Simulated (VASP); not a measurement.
Co, 4 atoms in the cell. It takes space group P6_3/mmc (No. 194, hexagonal). Conventional cell: a = 2.413 Å, b = 2.413 Å, c = 7.831 Å, α = 90.00°, β = 90.00°, γ = 120.00°. Co (site symmetry -3m) has 12 Co at 2.40 to 2.41 Å within 3.2 Å. Within 3.2 Å of Co (site symmetry -6m2) lie 12 Co at 2.40 to 2.41 Å. 

* Program: VASP 6.6.1
* Task: single point
* Functional: RPBE
* Potentials or basis: VASP PAW PBE potentials, release 64 (Co)
* Cutoff: 520 eV
* k mesh: 16 × 16 × 5
* Occupations: fermi-dirac, width 0.05 eV
* Spin: collinear spin, ferromagnetic start
* Starting moments: [1.748, 1.748, 1.764, 1.764] μB
* Dipole correction: no
* Further INCAR settings: ALGO = Normal; EDIFF = 1e-07; NBANDS = 30

Potentials or basis: VASP PAW PBE potentials, release 64 (Co).

Run with:

```sh
$ cat potpaw_PBE.64/Co/POTCAR > POTCAR
$ mpirun -np 1 vasp_std > vasp.out
```

Hardware: 1 thread of AMD EPYC 7R13 (shared host).

**Question.** How long does it take, and how much memory?

**Answer.** Wall time 5.4 min on 1 thread of AMD EPYC 7R13, on a shared host, peak memory 0.24 GiB. Counts: scf iterations 18, k points 90.
